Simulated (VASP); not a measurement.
# Si (a cell with a defect) in VASP: a series of runs

The runs below take Si (a cell with a defect) through single point, with LDA.

All numbers are computed with VASP 6.6.1; they aren't measurements. Logs are shortened: lines on timing, memory, paths and dates and some standing lists are left out, and cuts for length are marked.

### Step 1. The cell of the first run

The cell holds a defect, 15 atoms: a = 7.640 Å, b = 7.640 Å, c = 7.640 Å, α = 60.00°, β = 60.00°, γ = 60.00°.

### Step 2. Single point, LDA (atoms taken out, then relaxed in part)

Contents of INCAR:

```
  PREC = Accurate
  ENCUT = 520
  EDIFF = 1E-6
  ISMEAR = 0
  SIGMA = 0.02
  LREAL = Auto
  LASPH = True
  NELM = 100
  ALGO = Normal
  ISIF = 2
  LWAVE = False
  LCHARG = False
  NBANDS = 43
```

Contents of KPOINTS:

```
Automatic mesh
0
Gamma
  3 3 3
```

Contents of POSCAR:

```
Si
1.0
    0.0000000000      5.4019422852     -5.4019422852
    5.4019422852      5.4019422852      0.0000000000
    5.4019422852      0.0000000000     -5.4019422852
Si
15
Direct
    0.1186214749      0.1271261750      0.1271261750
    0.1249310487      0.6249310487      0.1252068538
    0.6271261750      0.1271261750      0.1271261750
    0.6271261750      0.6186214749      0.1271261750
    0.1249310487      0.1252068538      0.6249310487
    0.1249310487      0.6249310487      0.6249310487
    0.6271261750      0.1271261750      0.6186214749
    0.6252068538      0.6249310487      0.6249310487
    0.2498709999      0.7498709999      0.2501290001
    0.2498709999      0.2501290001      0.2501290001
    0.7501290001      0.7498709999      0.2501290001
    0.2500000000      0.7500000000      0.7500000000
    0.2498709999      0.2501290001      0.7498709999
    0.7501290001      0.7498709999      0.7498709999
    0.7501290001      0.2501290001      0.7498709999
```

Potentials or basis: VASP PAW LDA potentials, release 64 (Si).

Started as:

```bash
$ cat potpaw_LDA.64/Si/POTCAR > POTCAR
$ mpirun -np 1 vasp_std > vasp.out
```

OUTCAR:

```text
PREC = Accurate
   ENCUT = 520
   EDIFF = 1E-6
   ISMEAR = 0
   LREAL = Auto
   LASPH = True
   NELM = 100
   ISIF = 2

 ion  position               nearest neighbor table
   1  0.119  0.127  0.127-   9 2.35  13 2.35  10 2.35
   2  0.125  0.625  0.125-  10 2.34  11 2.34   9 2.34  12 2.34
   3  0.627  0.127  0.127-  10 2.35  11 2.35  15 2.35
   4  0.627  0.619  0.127-   9 2.35  14 2.35  11 2.35
   5  0.125  0.125  0.625-  10 2.34  15 2.34  13 2.34  12 2.34
   6  0.125  0.625  0.625-   9 2.34  13 2.34  14 2.34  12 2.34
   7  0.627  0.127  0.619-  13 2.35  14 2.35  15 2.35
   8  0.625  0.625  0.625-  11 2.34  15 2.34  14 2.34  12 2.34
   9  0.250  0.750  0.250-   6 2.34   2 2.34   4 2.35   1 2.35
  10  0.250  0.250  0.250-   2 2.34   5 2.34   3 2.35   1 2.35
  11  0.750  0.750  0.250-   2 2.34   8 2.34   3 2.35   4 2.35
  12  0.250  0.750  0.750-   2 2.34   5 2.34   8 2.34   6 2.34
  13  0.250  0.250  0.750-   6 2.34   5 2.34   1 2.35   7 2.35
  14  0.750  0.750  0.750-   6 2.34   8 2.34   7 2.35   4 2.35
  15  0.750  0.250  0.750-   5 2.34   8 2.34   3 2.35   7 2.35

  LATTYP: Found a face centered cubic cell.
 ALAT       =    10.8038845704

  Lattice vectors:

 A1 = (   0.0000000000,   5.4019422852,  -5.4019422852)
 A2 = (   5.4019422852,   5.4019422852,   0.0000000000)
 A3 = (   5.4019422852,   0.0000000000,  -5.4019422852)

Analysis of symmetry for initial positions (statically):
=====================================================================
 Subroutine PRICEL returns:
 Original cell was already a primitive cell.

 Routine SETGRP: Setting up the symmetry group for a
 face centered cubic supercell.

 Subroutine GETGRP returns: Found 24 space group operations
 (whereof  4 operations were pure point group operations)
 out of a pool of 48 trial point group operations.

The static configuration has the point symmetry C_2v.
 The point group associated with its full space group is T_d .

Analysis of symmetry for dynamics (positions and initial velocities):
=====================================================================
 Subroutine PRICEL returns:
 Original cell was already a primitive cell.

 Routine SETGRP: Setting up the symmetry group for a
 face centered cubic supercell.

 Subroutine GETGRP returns: Found 24 space group operations
 (whereof  4 operations were pure point group operations)
 out of a pool of 48 trial point group operations.

The dynamic configuration has the point symmetry C_2v.
 The point group associated with its full space group is T_d .

 Subroutine INISYM returns: Found 24 space group operations
 (whereof  4 operations are pure point group operations),
 and found     1 'primitive' translations

----------------------------------------------------------------------------------------

                                     Primitive cell

  volume of cell :     315.2679

  direct lattice vectors                    reciprocal lattice vectors
     0.000000000  5.401942285 -5.401942285    -0.092559301  0.092559301 -0.092559301
     5.401942285  5.401942285  0.000000000     0.092559301  0.092559301  0.092559301
     5.401942285  0.000000000 -5.401942285     0.092559301 -0.092559301 -0.092559301

  length of vectors
     7.639500043  7.639500043  7.639500043     0.160317411  0.160317411  0.160317411

  position of ions in fractional coordinates (direct lattice)
     0.118621475  0.127126175  0.127126175
     0.124931049  0.624931049  0.125206854
     0.627126175  0.127126175  0.127126175
     0.627126175  0.618621475  0.127126175
     0.124931049  0.125206854  0.624931049
     0.124931049  0.624931049  0.624931049
     0.627126175  0.127126175  0.618621475
     0.625206854  0.624931049  0.624931049
     0.249871000  0.749871000  0.250129000
     0.249871000  0.250129000  0.250129000
     0.750129000  0.749871000  0.250129000
     0.250000000  0.750000000  0.750000000
     0.249871000  0.250129000  0.749871000
     0.750129000  0.749871000  0.749871000
     0.750129000  0.250129000  0.749871000

  ion indices of the primitive-cell ions
   primitive index   ion index
                 1           1
                 2           2
                 3           3
                 4           4
                 5           5
                 6           6
                 7           7
                 8           8
                 9           9
                10          10
                11          11
                12          12
                13          13
                14          14
                15          15

----------------------------------------------------------------------------------------

 KPOINTS: Automatic mesh

Automatic generation of k-mesh.
 Grid dimensions read from file:
 generate k-points for:    3    3    3

 Generating k-lattice:

  Cartesian coordinates                     Fractional coordinates (reciprocal lattice)
    -0.030853100  0.030853100 -0.030853100     0.333333333  0.000000000  0.000000000
     0.030853100  0.030853100  0.030853100     0.000000000  0.333333333  0.000000000
     0.030853100 -0.030853100 -0.030853100     0.000000000  0.000000000  0.333333333

  Length of vectors
     0.053439137  0.053439137  0.053439137

  Shift w.r.t. Gamma in fractional coordinates (k-lattice)
     0.000000000  0.000000000  0.000000000

 Subroutine IBZKPT returns following result:
 ===========================================

 Found      4 irreducible k-points:

 Following reciprocal coordinates:
            Coordinates               Weight
  0.000000  0.000000  0.000000      1.000000
  0.333333  0.000000  0.000000      8.000000
  0.333333  0.333333  0.000000      6.000000
 -0.333333  0.333333  0.000000     12.000000
   k-points           NKPTS =      4   k-points in BZ     NKDIM =      4   number of bands    NBANDS=     43
   number of dos      NEDOS =    301   number of ions     NIONS =     15
   total plane-waves  NPLWV = 216000
   dimension x,y,z NGX =    60 NGY =   60 NGZ =   60
   dimension x,y,z NGXF=   120 NGYF=  120 NGZF=  120
   ions per type =              15
   NGX,Y,Z   is equivalent  to a cutoff of  13.06, 13.06, 13.06 a.u.
   NGXF,Y,Z  is equivalent  to a cutoff of  26.11, 26.11, 26.11 a.u.
 SYSTEM =  unknown system
   PREC   = accura    normal or accurate (medium, high low for compatibility)
   ISTART =      0    job   : 0-new  1-cont  2-samecut
   ICHARG =      2    charge: 1-file 2-atom 10-const
   ISPIN  =      1    spin polarized calculation?
   LNONCOLLINEAR =      F non collinear calculations
   LSORBIT =      F    spin-orbit coupling
   LASPH  =      T    aspherical Exc in radial PAW
   ENCUT  =  520.0 eV  38.22 Ry    6.18 a.u.  14.20 14.20 14.20*2*pi/ulx,y,z
   NELM   =    100;   NELMIN=  2; NELMDL= -5     # of ELM steps
   EDIFF  = 0.1E-05   stopping-criterion for ELM
   LREAL  =      T    real-space projection
   EDIFFG = 0.1E-04   stopping-criterion for IOM
   NSW    =      0    number of steps for IOM
   IBRION =     -1    ionic relax: 0-MD 1-quasi-New 2-CG
   NFREE  =      0    steps in history (QN), initial steepest desc. (CG)
   ISIF   =      2    stress and relaxation
   ISYM   =      2    0-nonsym 1-usesym 2-fastsym
   POTIM  = 0.5000    time-step for ionic-motion
   TEBEG  =    0.0;   TEEND  =   0.0 temperature during run
   PSTRESS=    0.0 pullay stress
   NELECT =      60.0000    total number of electrons
   NUPDOWN=      -1.0000    fix difference up-down
   EMIN   =  10.00;   EMAX   =-10.00  energy-range for DOS
   EFERMI =   0.00;   METHOD = LEGACY
   ISMEAR =     0;   SIGMA  =   0.02  broadening in eV -4-tet -1-fermi 0-gaus
   EFERMI_NEDOS =   21; number of points for ismear=-14 and -15
   IALGO  =     38    algorithm
   IMIX   =      4    mixing-type and parameters
     AMIX     =   0.40;   BMIX     =  1.00
     AMIX_MAG =   1.60;   BMIX_MAG =  1.00
  volume/ion in A,a.u.               =      21.02       141.84
  Fermi-wavevector in a.u.,A,eV,Ry     =   0.941670  1.779498 12.064858  0.886742
  Thomas-Fermi vector in A             =   2.069204
   LORBIT       =      0    0 simple, 1 ext, 2 COOP (PROOUT), +10 PAW based schemes
   GGA     = CA    functional components
   LHFCALC =     F    Hartree Fock is set to
   AEXX    =    0.0000 exact exchange contribution
   IVDW    =     0    specifies the selected vdW correction
   LEPSILON=     F    determine dielectric tensor
   LRPA    =     F    only Hartree local field effects (RPA)
 non-spin polarized calculation
 Gauss-broadening in eV      SIGMA  =   0.02
  energy-cutoff  :      520.00
  volume of cell :      315.27
 maximum number of plane-waves:      8492
 NGX is ok and might be reduce to    60
   NGX = 29   NGY = 29   NGZ = 29

 number of electron      59.9999999 magnetization

 Free energy of the ion-electron system (eV)
  ---------------------------------------------------
  ext. energy  EPLUGINS =         0.00000000
  ---------------------------------------------------
  free energy    TOTEN  =       -86.17459747 eV

  energy without entropy =      -86.17267020  energy(sigma->0) =      -86.17363384

 E-fermi :   5.3499     XC(G=0):  -9.4305

 val. band max:        5.0216139896   @ k =   0.3333   0.3333   0.0000
 cond. band min:       5.3694333117   @ k =  -0.3333   0.3333   0.0000
 fundamental gap:      0.3478193221
 Fermi energy:         5.3498748212

 k-point     1 :       0.0000    0.0000    0.0000
  band No.  band energies     occupation
      1      -6.5427      2.00000
      2      -4.3192      2.00000
      3      -4.3192      2.00000
      4      -4.3192      2.00000
      5      -3.7235      2.00000
      6      -2.5376      2.00000
[... 34 lines left out ...]
     41       6.9733      0.00000
     42       8.0732      0.00000

 k-point     2 :       0.3333    0.0000    0.0000
  band No.  band energies     occupation
      1      -6.1989      2.00000
      2      -5.1629      2.00000
      3      -4.1579      2.00000
      4      -4.1579      2.00000
      5      -3.8969      2.00000
      6      -3.5427      2.00000
[... 34 lines left out ...]
     41       8.1393      0.00000
     42       8.2805      0.00000

 k-point     3 :       0.3333    0.3333    0.0000
  band No.  band energies     occupation
      1      -6.0778      2.00000
      2      -4.7573      2.00000
      3      -4.5410      2.00000
      4      -4.5326      2.00000
      5      -4.5326      2.00000
      6      -3.6734      2.00000
[... 34 lines left out ...]
     41       8.2245      0.00000
     42       8.7087      0.00000

 k-point     4 :      -0.3333    0.3333    0.0000
  band No.  band energies     occupation
      1      -5.6718      2.00000
      2      -5.3582      2.00000
      3      -5.0908      2.00000
      4      -4.3465      2.00000
      5      -4.0440      2.00000
      6      -3.3487      2.00000
[... 34 lines left out ...]
     41       8.8780      0.00000
     42       9.0277      0.00000
 [bands above 42 left out]

------------------------ aborting loop because EDIFF is reached ----------------------------------------

  FORCE on cell =-STRESS in cart. coord.  units (eV):
  Direction    XX          YY          ZZ          XY          YZ          ZX
  --------------------------------------------------------------------------------------
  -------------------------------------------------------------------------------------
  Total       -4.0563299     -4.0563299     -4.0563299      0.0000000     -0.0000000      0.0000000
  in kB      -20.6140836    -20.6140836    -20.6140836      0.0000000     -0.0000000      0.0000000
  external PRESSURE =     -20.6140836 kB  Pullay stress =       0.0000000 kB

 VOLUME and BASIS-vectors are now :
 -----------------------------------------------------------------------------
  energy-cutoff  :      520.00
  volume of cell :      315.27
      direct lattice vectors                 reciprocal lattice vectors
     0.000000000  5.401942285 -5.401942285    -0.092559301  0.092559301 -0.092559301
     5.401942285  5.401942285  0.000000000     0.092559301  0.092559301  0.092559301
     5.401942285  0.000000000 -5.401942285     0.092559301 -0.092559301 -0.092559301

 POSITION                                       TOTAL-FORCE (eV/Angst)
 -----------------------------------------------------------------------------------
      1.37346      1.32751     -1.32751         0.000317     -0.000317      0.000317
      4.05220      4.05071     -1.35123        -0.002363      0.002363      0.002363
      1.37346      4.07443     -4.07443         0.000317      0.000317     -0.000317
      4.02849      6.72946     -4.07443        -0.000317     -0.000317     -0.000317
      4.05220      1.35123     -4.05071        -0.002363     -0.002363     -0.002363
      6.75168      4.05071     -4.05071         0.002363      0.002363     -0.002363
      4.02849      4.07443     -6.72946        -0.000317      0.000317      0.000317
      6.75168      6.75317     -6.75317         0.002363     -0.002363      0.002363
      5.40194      5.40055     -2.70097        -0.000000      0.006858      0.000000
      2.70236      2.70097     -2.70097        -0.006858     -0.000000      0.000000
      5.40194      8.10291     -5.40334        -0.000000     -0.000000      0.006858
      8.10291      5.40194     -5.40194        -0.000000     -0.000000      0.000000
      5.40194      2.70097     -5.40055        -0.000000     -0.000000     -0.006858
      8.10152      8.10291     -8.10291         0.006858     -0.000000      0.000000
      5.40194      5.40334     -8.10291        -0.000000     -0.006858      0.000000
 -----------------------------------------------------------------------------------
    total drift:                                0.000000      0.000000     -0.000000

  FREE ENERGIE OF THE ION-ELECTRON SYSTEM (eV)
  ---------------------------------------------------
  free  energy   TOTEN  =       -86.1745974669 eV

  energy  without entropy=      -86.1726702041  energy(sigma->0) =      -86.17363384
```

It took 63 s on 1 thread of Intel Xeon 6975P-C (Granite Rapids), shared host; peak memory 0.34 GiB.

Results:

```yaml
Free_energy: -86.1746 eV
Pressure: -2.1 GPa
Largest_force: 0.007 eV/Å
Band_gap_on_the_k_mesh: zero (bands 30 and 31 overlap by 0.71 eV)
```

Forces in eV/Å, atoms in the order of the input:
```
Si   0.000  0.000  0.000
Si  -0.002  0.002  0.002
Si   0.000  0.000  0.000
Si   0.000  0.000  0.000
Si  -0.002 -0.002 -0.002
Si   0.002  0.002 -0.002
Si   0.000  0.000  0.000
Si   0.002 -0.002  0.002
Si   0.000  0.007  0.000
Si  -0.007  0.000  0.000
Si   0.000  0.000  0.007
Si   0.000  0.000  0.000
Si   0.000  0.000 -0.007
Si   0.007  0.000  0.000
Si   0.000 -0.007  0.000
```

Levels at points of the mesh, in eV from the Fermi level:
```tsv
k point	band 27	band 28	band 29	band 30	band 31	band 32	band 33	band 34
(0.00, 0.00, 0.00)	-0.48	-0.48	-0.48	0.73	0.73	0.73	0.74	0.74
```

Caveat: the cell differs from its parent crystal (atoms taken out, then relaxed in part).

### Step 3. Single point, LDA

Contents of INCAR:

```
  PREC = Accurate
  ENCUT = 520
  EDIFF = 1E-7
  ISMEAR = 0
  SIGMA = 0.02
  LREAL = Auto
  LASPH = T
  NELM = 80
  ALGO = Normal
  ISIF = 2
  LWAVE = F
  LCHARG = T
  LELF = T
  LVHAR = T
  NBANDS = 43
```

Contents of KPOINTS:

```
regular mesh
0
Gamma
  3 3 3
```

Contents of POSCAR:

```
Si
1.0
    0.0000000000      5.4019422852     -5.4019422852
    5.4019422852      5.4019422852      0.0000000000
    5.4019422852      0.0000000000     -5.4019422852
Si
15
Direct
    0.1186215006      0.1271262194      0.1271262194
    0.1249310830      0.6249310566      0.1252069097
    0.6271261930      0.1271262194      0.1271262194
    0.6271261930      0.6186214742      0.1271262194
    0.1249310830      0.1252069097      0.6249310566
    0.1249310830      0.6249310566      0.6249310566
    0.6271261930      0.1271262194      0.6186214742
    0.6252068833      0.6249310566      0.6249310566
    0.2498710517      0.7498710253      0.2501289219
    0.2498709591      0.2501290145      0.2501290145
    0.7501289881      0.7498709327      0.2501290145
    0.2499999868      0.7499999604      0.7499999604
    0.2498710517      0.2501289219      0.7498710253
    0.7501288955      0.7498710253      0.7498710253
    0.7501289881      0.2501290145      0.7498709327
```

Potentials or basis: VASP PAW LDA potentials, release 64 (Si).

Started as:

```bash
$ cat potpaw_LDA.64/Si/POTCAR > POTCAR
$ mpirun -np 1 vasp_std > vasp.out
```

It took 84 s on 1 thread of Intel Xeon 6975P-C (Granite Rapids), shared host; peak memory 0.33 GiB.

It converged, with:

* Free energy: -86.1746 eV
* Pressure: -2.1 GPa
* Largest force: 0.007 eV/Å
* Band gap on the k mesh: zero (bands 30 and 31 overlap by 0.71 eV)

Forces on the atoms (eV/Å):
```
Si   0.000  0.000  0.000
Si  -0.002  0.002  0.002
Si   0.000  0.000  0.000
Si   0.000  0.000  0.000
Si  -0.002 -0.002 -0.002
Si   0.002  0.002 -0.002
Si   0.000  0.000  0.000
Si   0.002 -0.002  0.002
Si   0.000  0.007  0.000
Si  -0.007  0.000  0.000
Si   0.000  0.000  0.007
Si   0.000  0.000  0.000
Si   0.000  0.000 -0.007
Si   0.007  0.000  0.000
Si   0.000 -0.007  0.000
```

Levels at points of the mesh, in eV from the Fermi level:
```
           k point  band 27  band 28  band 29  band 30  band 31  band 32  band 33  band 34
(0.00, 0.00, 0.00)    -0.48    -0.48    -0.48     0.73     0.73     0.73     0.74     0.74
```
